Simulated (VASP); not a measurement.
# Co (P6_3/mmc) in VASP: notebook

Aim: see how the results for Co move with the level of theory and the settings. Levels: PBEsol+D3(BJ), PBEsol. Tasks: single point.

All numbers are computed with VASP 6.6.1; they aren't measurements. Logs are shortened: lines on timing, memory, paths and dates and some standing lists are left out, and cuts for length are marked.

## 1. The cell of the first run

It takes space group P6_3/mmc (No. 194, hexagonal). Conventional cell: a = 2.436 Å, b = 2.436 Å, c = 3.931 Å, α = 90.00°, β = 90.00°, γ = 120.00°. Within 3.2 Å of Co (site symmetry -6m2) lie 12 Co at 2.42 to 2.44 Å.

## 2. Single point, PBEsol+D3(BJ), collinear spin, ferromagnetic start

INCAR

```
SYSTEM = Co
ALGO = Normal ; EDIFF = 1E-7
ENCUT = 520 ; GGA = PS
ISIF = 2 ; ISMEAR = -1
ISPIN = 2 ; IVDW = 12
LASPH = .True. ; LCHARG = .False.
LMAXMIX = 4 ; LORBIT = 11
LREAL = .False. ; LWAVE = .False.
MAGMOM = 2 2 ; NBANDS = 20
NELM = 150 ; PREC = Accurate
SIGMA = 0.05
```

KPOINTS

```
k-points
0
Gamma
  12 12 7
  0 0 0
```

POSCAR

```
Co
1.0
    2.4355093084      0.0000000000      0.0000000000
   -1.2177546542      2.1092129323      0.0000000000
    0.0000000000      0.0000000000      3.9312921987
Co
2
Direct
    0.3333333333      0.6666666667      0.7500034117
    0.6666666667      0.3333333333      0.2499965883
```

Potentials or basis: VASP PAW PBE potentials, release 64 (Co).

Command:

```
> cat potpaw_PBE.64/Co/POTCAR > POTCAR
> mpirun -np 1 vasp_std > vasp.out
```

OUTCAR:

```text
SYSTEM = Co
   EDIFF = 1E-7
   ENCUT = 520
   GGA = PS
   ISIF = 2
   ISMEAR = -1
   ISPIN = 2
   IVDW = 12
   LASPH = .True.
   LORBIT = 11
   LREAL = .False.
   NELM = 150
   PREC = Accurate
 IVDW          = 12

 ion  position               nearest neighbor table
   1  0.333  0.667  0.750-   2 2.42   2 2.42   2 2.42   2 2.42   2 2.42   2 2.42
   2  0.667  0.333  0.250-   1 2.42   1 2.42   1 2.42   1 2.42   1 2.42   1 2.42

  LATTYP: Found a hexagonal cell.
 ALAT       =     2.4355093084
 C/A-ratio  =     1.6141560967

  Lattice vectors:

 A1 = (   2.4355093084,   0.0000000000,   0.0000000000)
 A2 = (  -1.2177546542,   2.1092129323,   0.0000000000)
 A3 = (   0.0000000000,   0.0000000000,   3.9312921987)

Analysis of symmetry for initial positions (statically):
=====================================================================
 Subroutine PRICEL returns:
 Original cell was already a primitive cell.

 Routine SETGRP: Setting up the symmetry group for a
 hexagonal supercell.

 Subroutine GETGRP returns: Found 12 space group operations
 (whereof 12 operations were pure point group operations)
 out of a pool of 24 trial point group operations.

The static configuration has the point symmetry D_3d.

Analysis of symmetry for dynamics (positions and initial velocities):
=====================================================================
 Subroutine PRICEL returns:
 Original cell was already a primitive cell.

 Routine SETGRP: Setting up the symmetry group for a
 hexagonal supercell.

 Subroutine GETGRP returns: Found 12 space group operations
 (whereof 12 operations were pure point group operations)
 out of a pool of 24 trial point group operations.

The dynamic configuration has the point symmetry D_3d.

Analysis of structural, dynamic, and magnetic symmetry:
=====================================================================
 Subroutine PRICEL returns:
 Original cell was already a primitive cell.

 Routine SETGRP: Setting up the symmetry group for a
 hexagonal supercell.

 Subroutine GETGRP returns: Found 12 space group operations
 (whereof 12 operations were pure point group operations)
 out of a pool of 24 trial point group operations.

The overall configuration has the point symmetry D_3d.

 Subroutine INISYM returns: Found 12 space group operations
 (whereof 12 operations are pure point group operations),
 and found     1 'primitive' translations

----------------------------------------------------------------------------------------

                                     Primitive cell

  volume of cell :      20.1951

  direct lattice vectors                    reciprocal lattice vectors
     2.435509308  0.000000000  0.000000000     0.410591738  0.237055250  0.000000000
    -1.217754654  2.109212932  0.000000000     0.000000000  0.474110501  0.000000000
     0.000000000  0.000000000  3.931292199     0.000000000  0.000000000  0.254369289

  length of vectors
     2.435509308  2.435509308  3.931292199     0.474110501  0.474110501  0.254369289

  position of ions in fractional coordinates (direct lattice)
     0.333333333  0.666666667  0.750003412
     0.666666667  0.333333333  0.249996588

  ion indices of the primitive-cell ions
   primitive index   ion index
                 1           1
                 2           2

----------------------------------------------------------------------------------------

 KPOINTS: k-points

Automatic generation of k-mesh.
 Grid dimensions read from file:
 generate k-points for:   12   12    7

 Generating k-lattice:

  Cartesian coordinates                     Fractional coordinates (reciprocal lattice)
     0.034215978  0.019754604  0.000000000     0.083333333  0.000000000  0.000000000
     0.000000000  0.039509208  0.000000000     0.000000000  0.083333333  0.000000000
     0.000000000  0.000000000  0.036338470     0.000000000  0.000000000  0.142857143

  Length of vectors
     0.039509208  0.039509208  0.036338470

  Shift w.r.t. Gamma in fractional coordinates (k-lattice)
     0.000000000  0.000000000  0.000000000

 Subroutine IBZKPT returns following result:
 ===========================================

 Found    112 irreducible k-points:

 Following reciprocal coordinates:
            Coordinates               Weight
  0.000000  0.000000  0.000000      1.000000
  0.083333  0.000000  0.000000      6.000000
  0.166667  0.000000  0.000000      6.000000
  0.250000  0.000000  0.000000      6.000000
  0.333333  0.000000  0.000000      6.000000
  0.416667  0.000000  0.000000      6.000000
[... 16 lines left out ...]
  0.166667  0.000000  0.142857      6.000000
  0.000000  0.166667  0.142857      6.000000
 [... further k-points ...]
   k-points           NKPTS =    112   k-points in BZ     NKDIM =    112   number of bands    NBANDS=     20
   number of dos      NEDOS =    301   number of ions     NIONS =      2
   total plane-waves  NPLWV =   9720
   dimension x,y,z NGX =    18 NGY =   18 NGZ =   30
   dimension x,y,z NGXF=    36 NGYF=   36 NGZF=   60
   ions per type =               2
   NGX,Y,Z   is equivalent  to a cutoff of  12.29, 12.29, 12.69 a.u.
   NGXF,Y,Z  is equivalent  to a cutoff of  24.57, 24.57, 25.37 a.u.
 SYSTEM =  Co
   PREC   = accura    normal or accurate (medium, high low for compatibility)
   ISTART =      0    job   : 0-new  1-cont  2-samecut
   ICHARG =      2    charge: 1-file 2-atom 10-const
   ISPIN  =      2    spin polarized calculation?
   LNONCOLLINEAR =      F non collinear calculations
   LSORBIT =      F    spin-orbit coupling
   LASPH  =      T    aspherical Exc in radial PAW
   ENCUT  =  520.0 eV  38.22 Ry    6.18 a.u.   4.53  4.53  7.31*2*pi/ulx,y,z
   NELM   =    150;   NELMIN=  2; NELMDL= -5     # of ELM steps
   EDIFF  = 0.1E-06   stopping-criterion for ELM
   LREAL  =      F    real-space projection
   EDIFFG = 0.1E-05   stopping-criterion for IOM
   NSW    =      0    number of steps for IOM
   IBRION =     -1    ionic relax: 0-MD 1-quasi-New 2-CG
   NFREE  =      0    steps in history (QN), initial steepest desc. (CG)
   ISIF   =      2    stress and relaxation
   ISYM   =      2    0-nonsym 1-usesym 2-fastsym
   POTIM  = 0.5000    time-step for ionic-motion
   TEBEG  =    0.0;   TEEND  =   0.0 temperature during run
   PSTRESS=    0.0 pullay stress
   NELECT =      18.0000    total number of electrons
   NUPDOWN=      -1.0000    fix difference up-down
   EMIN   =  10.00;   EMAX   =-10.00  energy-range for DOS
   EFERMI =   0.00;   METHOD = LEGACY
   ISMEAR =    -1;   SIGMA  =   0.05  broadening in eV -4-tet -1-fermi 0-gaus
   EFERMI_NEDOS =   21; number of points for ismear=-14 and -15
   IALGO  =     38    algorithm
   IMIX   =      4    mixing-type and parameters
     AMIX     =   0.40;   BMIX     =  1.00
     AMIX_MAG =   1.60;   BMIX_MAG =  1.00
  volume/ion in A,a.u.               =      10.10        68.14
  Fermi-wavevector in a.u.,A,eV,Ry     =   1.575495  2.977255 33.772189  2.482186
  Thomas-Fermi vector in A             =   2.676471
   LORBIT       =     11    0 simple, 1 ext, 2 COOP (PROOUT), +10 PAW based schemes
   GGA     = PS    functional components
   LHFCALC =     F    Hartree Fock is set to
   AEXX    =    0.0000 exact exchange contribution
   IVDW    =    12    specifies the selected vdW correction
   LEPSILON=     F    determine dielectric tensor
   LRPA    =     F    only Hartree local field effects (RPA)
 spin polarized calculation
  energy-cutoff  :      520.00
  volume of cell :       20.20
 maximum number of plane-waves:       565
   NGX =  9   NGY =  9   NGZ = 15

 number of electron      17.9999982 magnetization       3.0430815

 Free energy of the ion-electron system (eV)
  ---------------------------------------------------
  ext. energy  EPLUGINS =         0.00000000
  ---------------------------------------------------
  free energy    TOTEN  =       -15.46832029 eV

  energy without entropy =      -15.45393581  energy(sigma->0) =      -15.46112805

 E-fermi :  11.1159     XC(G=0): -14.0096

 val. band max:       11.0949296652   @ k =   0.2500   0.0000   0.0000
 cond. band min:      11.1164229786   @ k =  -0.0833   0.2500   0.1429
 fundamental gap:      0.0214933134
 Fermi energy:        11.1159294905

 spin component 1

 k-point     1 :       0.0000    0.0000    0.0000
  band No.  band energies     occupation
      1       1.7218      1.00000
      2       5.6364      1.00000
      3       8.4499      1.00000
      4       8.4659      1.00000
      5       8.4659      1.00000
      6       8.8236      1.00000
[... 12 lines left out ...]
     19      38.1964      0.00000
     20      38.1964      0.00000
[... 507 lines left out ...]
 k-point    24 :       0.0000    0.1667    0.1429
  band No.  band energies     occupation
      1       2.9200      1.00000
      2       6.1877      1.00000
      3       7.9114      1.00000
      4       7.9875      1.00000
      5       8.4867      1.00000
      6       8.7562      1.00000
[... 12 lines left out ...]
     19      38.9883      0.00000
     20      39.8410      0.00000

 [... further k-points ...]

 spin component 2

 k-point     1 :       0.0000    0.0000    0.0000
  band No.  band energies     occupation
      1       1.7910      1.00000
      2       6.5477      1.00000
      3       9.9884      1.00000
      4       9.9924      1.00000
      5       9.9924      1.00000
      6      10.4028      1.00000
[... 12 lines left out ...]
     19      38.5410      0.00000
     20      38.5410      0.00000
[... 507 lines left out ...]
 k-point    24 :       0.0000    0.1667    0.1429
  band No.  band energies     occupation
      1       3.0012      1.00000
      2       7.0868      1.00000
      3       9.0138      1.00000
      4       9.3298      1.00000
      5      10.0145      1.00000
      6      10.3246      1.00000
[... 12 lines left out ...]
     19      39.2048      0.00000
     20      40.1312      0.00000

 [... further k-points ...]

------------------------ aborting loop because EDIFF is reached ----------------------------------------

 Edisp (eV)   -0.81795

 E8    (eV) :    -0.5414

  FORCE on cell =-STRESS in cart. coord.  units (eV):
  Direction    XX          YY          ZZ          XY          YZ          ZX
  --------------------------------------------------------------------------------------
  -------------------------------------------------------------------------------------
  Total      -0.13609    -0.13609    -0.14307     0.00000    -0.00000     0.00000
  in kB     -10.79638   -10.79638   -11.35020     0.00000    -0.00000     0.00000
  external pressure =      -10.98 kB  Pullay stress =        0.00 kB

 VOLUME and BASIS-vectors are now :
 -----------------------------------------------------------------------------
  energy-cutoff  :      520.00
  volume of cell :       20.20
      direct lattice vectors                 reciprocal lattice vectors
     2.435509308  0.000000000  0.000000000     0.410591738  0.237055250  0.000000000
    -1.217754654  2.109212932  0.000000000     0.000000000  0.474110501  0.000000000
     0.000000000  0.000000000  3.931292199     0.000000000  0.000000000  0.254369289

 POSITION                                       TOTAL-FORCE (eV/Angst)
 -----------------------------------------------------------------------------------
     -0.00000      1.40614      2.94848        -0.000000      0.000000     -0.000246
      1.21775      0.70307      0.98281         0.000000     -0.000000      0.000246
 -----------------------------------------------------------------------------------
    total drift:                                0.000000     -0.000000     -0.000000

  FREE ENERGIE OF THE ION-ELECTRON SYSTEM (eV)
  ---------------------------------------------------
  free  energy   TOTEN  =       -16.2862701047 eV

  energy  without entropy=      -16.2718856308  energy(sigma->0) =      -16.27907787

 total charge

# of ion       s       p       d       tot
------------------------------------------
    1        0.519   0.590   7.313   8.422
    2        0.519   0.590   7.313   8.422
--------------------------------------------------
tot          1.038   1.180  14.625  16.844

 magnetization (x)

# of ion       s       p       d       tot
------------------------------------------
    1       -0.016  -0.051   1.591   1.524
    2       -0.016  -0.051   1.591   1.524
--------------------------------------------------
tot         -0.031  -0.102   3.181   3.048
```

Run time: 3.1 min. Hardware: 1 thread of Intel Xeon 8259CL, shared host; peak memory 0.19 GiB.

Results:

- Free energy: -16.2863 eV
- Pressure: -1.1 GPa
- Net moment: 3.04 μB per cell
- Site moments: Co +1.52 μB
- Valence electrons inside the program's atomic spheres: Co 8.42
- Dispersion energy per atom: -0.409 eV

Caveat: the PAW data sets were made with another functional, which shifts forces and pressure a little.

## 3. Single point, PBEsol+D3(BJ), collinear spin, ferromagnetic start

This run uses another cell than the first one, of 10.16 Å³/atom.

INCAR

```
SYSTEM = Co
ALGO = Normal
EDIFF = 1E-6
ENCUT = 520
GGA = PS
ISIF = 2
ISMEAR = -1
ISPIN = 2
IVDW = 12
LASPH = .TRUE.
LCHARG = .FALSE.
LMAXMIX = 4
LORBIT = 11
LREAL = .FALSE.
LWAVE = .FALSE.
MAGMOM = 2 2
NBANDS = 20
NELM = 150
PREC = Accurate
SIGMA = 0.05
```

KPOINTS

```
k-points
0
G
  12 12 7
  0 0 0
```

POSCAR

```
Co
1.0
    2.4404338327      0.0000000000      0.0000000000
   -1.2202169164      2.1134776954      0.0000000000
    0.0000000000      0.0000000000      3.9388097803
Co
2
Direct
    0.3333333333      0.6666666667      0.7500033633
    0.6666666667      0.3333333333      0.2499966367
```

Potentials or basis: VASP PAW PBE potentials, release 64 (Co).

Command:

```
> cat potpaw_PBE.64/Co/POTCAR > POTCAR
> mpirun -np 1 vasp_std > vasp.out
```

Wall time 2.8 min (1 thread of Intel Xeon 8259CL, shared host); peak memory 0.19 GiB.

Results (log left out):

```yaml
Free_energy: -16.2849 eV
Pressure: -2.6 GPa
Net_moment: 3.06 μB per cell
Site_moments: Co +1.53 μB
Valence_electrons_inside_the_program's_atomic_spheres: Co 8.41
Dispersion_energy_per_atom: -0.407 eV
```

Levels at points of the mesh, in eV from the Fermi level:
Spin up:
| k point | band 7 | band 8 | band 9 | band 10 | band 11 | band 12 | band 13 | band 14 |
| --- | --- | --- | --- | --- | --- | --- | --- | --- |
| (0.00, 0.00, 0.00) | -2.29 | -1.90 | -1.90 | -0.67 | -0.67 | -0.14 | 6.99 | 22.46 |
| (0.50, 0.00, 0.00) | -2.19 | -0.53 | -0.41 | -0.36 | 1.51 | 3.66 | 10.21 | 10.93 |
Spin down:
```
           k point  band 3  band 4  band 5  band 6  band 7  band 8  band 9  band 10  band 11  band 12
(0.00, 0.00, 0.00)   -1.11   -1.11   -1.11   -0.70   -0.70   -0.25   -0.25    -0.11     1.10     1.10
(0.50, 0.00, 0.00)   -3.59   -1.98   -1.29   -1.16   -0.71    1.24    1.40     1.42     2.73     4.62
```

Caveat: three body term missing; the PAW data sets were made with another functional, which shifts forces and pressure a little.

## 4. Single point, PBEsol, collinear spin, ferromagnetic start

This run uses another cell than the first one, of 10.37 Å³/atom.

INCAR

```
SYSTEM = Co
PREC = Accurate ; ENCUT = 520
EDIFF = 1E-6 ; ISMEAR = -1
SIGMA = 0.05 ; LREAL = .False.
LASPH = .True. ; NELM = 150
ALGO = Normal ; ISIF = 2
LWAVE = .False. ; LCHARG = .False.
ISPIN = 2 ; MAGMOM = 2 2
LORBIT = 11 ; LMAXMIX = 4
GGA = PS ; NBANDS = 20
```

KPOINTS

```
regular mesh
0
Gamma
  12 12 7
  0 0 0
```

POSCAR

```
Co
1.0
    2.4574763110      0.0000000000      0.0000000000
   -1.2287381555      2.1282369145      0.0000000000
    0.0000000000      0.0000000000      3.9645032342
Co
2
Direct
    0.3333333333      0.6666666667      0.7499986323
    0.6666666667      0.3333333333      0.2500013677
```

Command:

```
> cat potpaw_PBE.64/Co/POTCAR > POTCAR
> mpirun -np 1 vasp_std > vasp.out
```

Wall time 2 min (1 thread of Intel Xeon 8259CL, shared host); peak memory 0.17 GiB.

Results (log left out):

| Quantity | Value |
| --- | --- |
| Free energy | -15.4756 eV |
| Pressure | -1.0 GPa |
| Net moment | 3.12 μB per cell |
| Site moments | Co +1.56 μB |
| Valence electrons inside the program's atomic spheres | Co 8.36 |

Stress tensor (GPa, compression positive):
```
-0.98  0.00  0.00
 0.00 -0.98  0.00
 0.00  0.00 -1.06
```

Levels at points of the mesh, in eV from the Fermi level:
Spin up:
```csv
k point,band 7,band 8,band 9,band 10,band 11,band 12,band 13,band 14,band 15,band 16
"(0.00, 0.00, 0.00)",-2.27,-1.90,-1.90,-0.71,-0.71,-0.12,6.80,22.28,25.27,25.27
"(0.50, 0.00, 0.00)",-2.18,-0.58,-0.46,-0.41,1.44,3.54,10.04,10.74,13.17,14.55
```
Spin down:
```tsv
k point	band 4	band 5	band 6	band 7	band 8	band 9	band 10	band 11
(0.00, 0.00, 0.00)	-1.05	-1.05	-0.66	-0.66	-0.22	-0.22	-0.10	1.09
(0.50, 0.00, 0.00)	-1.94	-1.23	-1.11	-0.67	1.23	1.38	1.41	2.68
```

Caveat: the PAW data sets were made with another functional, which shifts forces and pressure a little.

## 5. Summary

```tsv
level	cell	gap on the mesh (eV)	pressure (GPa)	moment (μB)
PBEsol+D3(BJ)	a = 2.436, b = 2.436, c = 3.931 Å, angles 90.0, 90.0, 120.0°, 2 atoms	none	-1.1	3.04
PBEsol+D3(BJ)	a = 2.440, b = 2.440, c = 3.939 Å, angles 90.0, 90.0, 120.0°, 2 atoms	none	-2.6	3.06
PBEsol	a = 2.457, b = 2.457, c = 3.965 Å, angles 90.0, 90.0, 120.0°, 2 atoms	none	-1.0	3.12
```

Alike in all rows: task single point; potentials or basis VASP PAW PBE potentials, release 64 (Co); spin collinear, ferromagnetic start; k mesh 12 × 12 × 7; cutoff (eV) 520; smearing fermi-dirac 0.05 eV.

Caveats: the PAW data sets were made with another functional, which shifts forces and pressure a little; three body term missing (at least some runs).

Absolute energies hang on the potentials; compare differences alone.

The gap in the log of VASP goes by the Fermi energy; the results here count the filled bands.